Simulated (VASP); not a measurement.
Here is a VASP 6.6.1 calculation.

Contents of INCAR:

```
PREC = Accurate
ENCUT = 600
EDIFF = 1E-7
ISMEAR = 0
SIGMA = 0.1
LREAL = False
LASPH = True
NELM = 80
ALGO = Fast
ISIF = 3
LWAVE = False
LCHARG = False
GGA = PE
IVDW = 12
IBRION = 2
NSW = 80
EDIFFG = -0.01
```

Contents of KPOINTS:

```
Automatic mesh
0
Gamma
  18 18 6
```

File POSCAR:

```
Cr
1.0
    2.6607219779      0.0000000000      0.0000000000
   -1.3303609889      2.3042528253      0.0000000000
    0.0000000000      0.0000000000      7.5707878981
Cr
4
Direct
    0.0000000000      0.0000000000      0.0000000000
    0.3333333333      0.6666666667      0.2500000000
    0.0000000000      0.0000000000      0.5000000000
    0.6666666667      0.3333333333      0.7500000000
```

Potentials or basis: VASP PAW PBE potentials, release 64 (Cr_pv).

The run is started by

```console
$ cat potpaw_PBE.64/Cr_pv/POTCAR > POTCAR
$ mpirun -np 1 vasp_std > vasp.out
```

(1) Estimate the space group after relaxing (to 0.1 Å).

(2) What does it give for the relaxed volume?

(3) What does it give for the relaxed cell?

Results:

(1) P6_3/mmc (No. 194).

(2) 11.57 Å³/atom.

(3) a = 2.678 Å, b = 2.678 Å, c = 7.453 Å, α = 90.00°, β = 90.00°, γ = 120.00°.

Caveat: the run has no spin polarisation, though such a crystal can be magnetic.
